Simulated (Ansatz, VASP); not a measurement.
SnTeCl2: VASP beside Ansatz

```
Sn Te Cl
1.0
     4.01206    0.00000    0.00000
     0.00000    4.01206    0.00000
     0.00000    0.00000    8.28519
Sn Te Cl
1 1 2
Cartesian
  0.0000 0.0000 0.0000
  2.0060 2.0060 0.0000
  0.0000 0.0000 2.5340
  0.0000 0.0000 5.7512
```

Alike in both runs: task relaxation of cell and atoms; functional PBE; k mesh 4 × 4 × 2; occupations gaussian, width 0.1 eV; no spin polarisation.

|  | VASP | Ansatz |
| --- | --- | --- |
| version | VASP 6.6.1 | Ansatz 0.2.0 |
| potentials or method | VASP PAW PBE potentials, release 64 (Sn_d, Te, Cl), cutoff 600 eV | scalar-relativistic, plane waves, PAW |
| valence electrons in the cell | 34 | 44 |

VASP gave:

```
gap on the k mesh at the Fermi level, each at its own relaxed structure (eV) : none
relaxed volume (Å³/atom)                                                     : 36.34
relaxed cell length with the largest relative difference (Å)                 : 7.779
```

Question: Estimate Ansatz's values.

Answer: gap on the k mesh at the Fermi level, each at its own relaxed structure (eV): none; relaxed volume (Å³/atom): 36.30; relaxed cell length with the largest relative difference (Å): 7.806.

A gap of «none» marks a metal or a gap that the smearing closes. VASP's potentials hold 34 valence electrons a cell and Ansatz's 44, so a difference there can come from the potentials and not from the codes.

The k mesh is coarse, so the values compare programs but aren't converged. Spin-orbit coupling is off throughout.
